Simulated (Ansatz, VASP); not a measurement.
## One calculation of AgPt3, two programs

The input INCAR:

```
PREC = Accurate ; ENCUT = 520
EDIFF = 1E-6 ; ISMEAR = -1
SIGMA = 0.08 ; LREAL = False
LASPH = True ; NELM = 80
ALGO = Normal ; ISIF = 2
LWAVE = False ; LCHARG = False
GGA = CA ; NBANDS = 28
```

File KPOINTS:

```
regular mesh
0
Gamma
  9 9 9
```

POSCAR

```
AgPt3
1.0
    3.9513216749      0.0000000000      0.0000000000
    0.0000000000      3.9513216749      0.0000000000
    0.0000000000      0.0000000000      3.9513216749
Ag Pt
1 3
Direct
    0.0000000000      0.0000000000      0.0000000000
    0.0000000000      0.5000000000      0.5000000000
    0.5000000000      0.0000000000      0.5000000000
    0.5000000000      0.5000000000      0.0000000000
```

Input for Ansatz:

```yaml
crystal:
  lattice:
    - [3.9513216749, 0.0, 0.0]
    - [0.0, 3.9513216749, 0.0]
    - [0.0, 0.0, 3.9513216749]
  atoms:
    - { symbol: Ag, position: [0.0, 0.0, 0.0] }
    - { symbol: Pt, position: [0.0, 0.5, 0.5] }
    - { symbol: Pt, position: [0.5, 0.0, 0.5] }
    - { symbol: Pt, position: [0.5, 0.5, 0.0] }
kpoints:
  mp_grid: { grid: [9, 9, 9] }
  band_path:
    path:
      - [0.0, 0.0, 0.0]
      - [0.0, 0.5, 0.0]
      - [0.5, 0.5, 0.0]
      - [0.0, 0.0, 0.0]
      - [0.5, 0.5, 0.5]
      - [0.0, 0.5, 0.0]
      - [0.5, 0.5, 0.5]
      - [0.5, 0.5, 0.0]
    npoints: 5
scf:
  occupations: { method: fermi_dirac, width: 0.08 }
hamiltonian:
  xc: lda
  pseudopotentials: { kind: all_electron, lapw: { basis_error: 0.0005 } }
output:
  forces: true
  stress: true
  eigenvalues: true
```

Change from the starting cell: volume scaled by 1.04.

Alike in both runs: task single point; functional LDA; k mesh 9 × 9 × 9; occupations fermi-dirac, width 0.08 eV; no spin polarisation.

```csv
,VASP,Ansatz
version,VASP 6.6.1,Ansatz 0.2.0
potentials or method,"VASP PAW LDA potentials, release 64 (Ag, Pt), cutoff 520 eV","all-electron LAPW, scalar-relativistic"
```

```csv
,VASP,Ansatz,Ansatz less VASP
pressure (GPa),-6.8,-7.3,-0.51
```

LDA's correlation is that of Perdew and Zunger in VASP and of Perdew and Wang (1992) in Ansatz. Ansatz ran all-electron here, and VASP with PAW potentials.

Neither program's run includes spin-orbit coupling.
